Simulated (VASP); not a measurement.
## BaTiO3: electric field gradients with LDA

The system is BaTiO3.

```xyz
5
Lattice="2.7699 1.5992 2.2704 -2.7699 1.5992 2.2704 0.0000 -3.1985 2.2704" Properties=species:S:1:pos:R:3 pbc="T T T"
Ba    0.0000    0.0000    0.0000
Ti    0.0000    0.0000    3.5010
O     0.0000   -1.5669    4.4607
O    -1.3570    0.7835    4.4607
O     1.3570    0.7835    4.4607
```

```json
{
 "Program": "VASP 6.6.1",
 "Task": "electric field gradients",
 "Functional": "LDA",
 "Potentials or basis": "VASP PAW LDA potentials, release 64 (Ba_sv, Ti_sv, O)",
 "Cutoff": "520 eV",
 "k mesh": "9 × 9 × 9",
 "Occupations": "fermi-dirac, width 0.05 eV",
 "Spin": "no spin polarisation",
 "Dipole correction": "no",
 "Further INCAR settings": "ALGO = Normal; EDIFF = 1e-08; NBANDS = 28"
}
```

```json
{
  "Pressure": "8.2 GPa",
  "Largest force": "0.718 eV/Å",
  "Band gap on the k mesh": "2.45 eV (least direct gap 2.74 eV)",
  "Largest electric field gradient by atom": "Ba +3.7; Ti +11.6; O +12.4 V/Å²"
}
```

Forces on the atoms (eV/Å):
```
Ba   0.000  0.000  0.077
Ti   0.000  0.000 -0.718
O    0.000 -0.545  0.213
O   -0.472  0.273  0.213
O    0.472  0.273  0.213
```

Stress tensor (GPa, compression positive):
```
8.50 0.00 0.00
0.00 8.50 0.00
0.00 0.00 7.50
```

Levels at points of the mesh, in eV from the valence-band top:
```tsv
k point	band 18	band 19	band 20	band 21	band 22	band 23
(0.00, 0.00, 0.00)	-0.46	-0.29	-0.29	2.45	2.45	2.61
```

Electric field gradients, principal values (V/Å²):
| atom | least | middle | greatest (by size) |
| --- | --- | --- | --- |
| 1 Ba | -1.848 | -1.848 | 3.696 |
| 2 Ti | -5.820 | -5.820 | 11.641 |
| 3 O | -6.009 | -6.411 | 12.420 |
| 4 O | -6.009 | -6.411 | 12.420 |
| 5 O | -6.009 | -6.411 | 12.420 |

Run time: 90 s on 1 thread of Intel(R) Xeon(R) Platinum 8559C (Emerald Rapids), with other jobs on the host, peak memory 0.25 GiB.

Caveat: the cell stands under pressure; without QUAD_EFG the Cq values of the log hold for a quadrupole moment of 1 mb, not for the nuclei; spin-orbit coupling is left out, which moves the levels of the heavy elements. A k mesh can miss the band edges.
